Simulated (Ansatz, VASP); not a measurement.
# BaTiO3: VASP beside Ansatz

File INCAR:

```
SYSTEM = BaTiO3
PREC = Accurate
ENCUT = 520
EDIFF = 1E-8
ISMEAR = -1
SIGMA = 0.08
LREAL = .FALSE.
LASPH = .TRUE.
NELM = 100
ALGO = Normal
ISIF = 2
LWAVE = .FALSE.
LCHARG = .FALSE.
GGA = PS
LEFG = .TRUE.
NBANDS = 28
```

File KPOINTS:

```
Automatic mesh
0
G
  7 7 7
  0 0 0
```

The input POSCAR:

```
BaTiO3
1.0
    3.9998000000      0.0000000000      0.0000000000
    0.0000000000      3.9998000000      0.0000000000
    0.0000000000      0.0000000000      4.1385400000
Ba Ti O
1 1 3
Direct
    0.0000000000      0.0000000000      0.0000000000
    0.5000000000      0.5000000000      0.4820000000
    0.5000000000      0.5000000000      0.0160000000
    0.5000000000      0.0000000000      0.5150000000
    0.0000000000      0.5000000000      0.5150000000
```

Input for Ansatz:

```yaml
crystal:
  lattice:
    - [3.9998, 0.0, 0.0]
    - [0.0, 3.9998, 0.0]
    - [0.0, 0.0, 4.13854]
  atoms:
    - { symbol: Ba, position: [0.0, 0.0, 0.0] }
    - { symbol: Ti, position: [0.5, 0.5, 0.482] }
    - { symbol: O, position: [0.5, 0.5, 0.016] }
    - { symbol: O, position: [0.5, 0.0, 0.515] }
    - { symbol: O, position: [0.0, 0.5, 0.515] }
kpoints:
  mp_grid: { grid: [7, 7, 7] }
scf:
  occupations: { method: fermi_dirac, width: 0.08 }
hamiltonian:
  xc: pbesol
  pseudopotentials: { kind: all_electron, datasets: crystal }
output:
  forces: true
  stress: true
  eigenvalues: true
  efg: { contact_densities: true }
```

Change from the starting cell: zz strain of +3 %, crystal datasets.

Alike in both runs: task electric field gradients; functional PBEsol; k mesh 7 × 7 × 7; occupations fermi-dirac, width 0.08 eV; no spin polarisation.

|  | VASP | Ansatz |
| --- | --- | --- |
| version | VASP 6.6.1 | Ansatz 0.2.0 |
| potentials or method | VASP PAW PBE potentials, release 64 (Ba_sv, Ti_sv, O), cutoff 520 eV | all-electron PAW with datasets made for the crystal, scalar-relativistic |

```csv
,VASP,Ansatz,Ansatz less VASP
pressure (GPa),-6.3,-8.0,-1.62
"traceless stress, the component that is largest in VASP (GPa)",-2.32,-2.26,+0.063
rms of the force components (eV/Å),0.240,0.249,+0.0094
size of Vzz on the site where it differs most (V/Å²),20.8,21.5,+0.74
```

VASP's potentials were made for PBE, not for PBEsol. Atom by atom the forces differ by 0.013 eV/Å (rms over components). Ansatz ran all-electron here, and VASP with PAW potentials.

Spin-orbit coupling is off throughout.
